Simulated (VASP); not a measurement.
A run of VASP 6.6.1:

The input INCAR:

```
SYSTEM = ZnCu
PREC     = Accurate       ! precision mode
ENCUT    = 520            ! plane-wave cutoff, eV
EDIFF    = 1E-6           ! SCF threshold, eV
ISMEAR   = 0              ! smearing method
SIGMA    = 0.1            ! smearing width, eV
LREAL    = .False.        ! projectors in reciprocal space
LASPH    = .True.         ! aspherical terms in the spheres
NELM     = 80             ! most SCF steps
ALGO     = Normal         ! electronic algorithm
ISIF     = 2              ! what is computed and relaxed
LWAVE    = .False.        ! write WAVECAR
LCHARG   = .False.        ! write CHGCAR
GGA      = PE             ! functional
NBANDS   = 18             ! bands
```

KPOINTS

```
Automatic mesh
0
Gamma
  14 14 14
  0 0 0
```

The input POSCAR:

```
ZnCu
1.0
    2.8395703902      0.0000000000      0.0000000000
    0.0000000000      2.8395703902      0.0000000000
    0.0000000000      0.0000000000      2.8395703902
Zn Cu
1 1
Direct
    0.5000000000      0.5000000000      0.5000000000
    0.0000000000      0.0000000000      0.0000000000
```

Potentials or basis: VASP PAW PBE potentials, release 64 (Zn, Cu).

Run with:

```bash
$ cat potpaw_PBE.64/Zn/POTCAR potpaw_PBE.64/Cu/POTCAR > POTCAR
$ mpirun -np 1 vasp_std > vasp.out
```

Hardware: 1 thread of AMD EPYC 7R13 Processor (Zen 3), with other jobs on the host.

Problem. How long does it take, and how much memory?

Solution. Run time: 39 s on 1 thread of AMD EPYC 7R13 Processor (Zen 3) (shared host), peak memory 0.15 GiB. Counts: scf iterations 13, k points 120.
